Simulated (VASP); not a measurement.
A run of VASP 6.6.1 is set up as follows.

The input INCAR:

```
SYSTEM = Os4C
PREC = Accurate ; ENCUT = 520
EDIFF = 1E-6 ; ISMEAR = 0
SIGMA = 0.1 ; LREAL = .FALSE.
LASPH = .TRUE. ; NELM = 60
ALGO = Normal ; ISIF = 2
LWAVE = .FALSE. ; LCHARG = .FALSE.
GGA = PE ; NBANDS = 26
```

File KPOINTS:

```
Automatic mesh
0
G
  10 10 10
  0 0 0
```

POSCAR

```
Os4C
1.0
   -2.6027263691      2.6027263691      2.6027263691
    2.6027263691     -2.6027263691      2.6027263691
    2.6027263691      2.6027263691     -2.6027263691
Os C
4 1
Direct
    0.5000000000      0.5000000000      0.5000000000
    0.0000000000      0.0000000000      0.5000000000
    0.0000000000      0.5000000000      0.0000000000
    0.5000000000      0.0000000000      0.0000000000
    0.0000000000      0.0000000000      0.0000000000
```

Potentials or basis: VASP PAW PBE potentials, release 64 (Os, C).

Run with:

```bash
$ cat potpaw_PBE.64/Os/POTCAR potpaw_PBE.64/C/POTCAR > POTCAR
$ mpirun -np 1 vasp_std > vasp.out
```

Task: Predict the pressure.

Result: 0.5 GPa.

Task: Predict the band gap on the k mesh.

Result: Zero (band 18 reaches 8.73 eV, above the bottom of band 19 at 6.89 eV).

Caveat: spin-orbit coupling is left out, which moves the levels of the heavy elements.
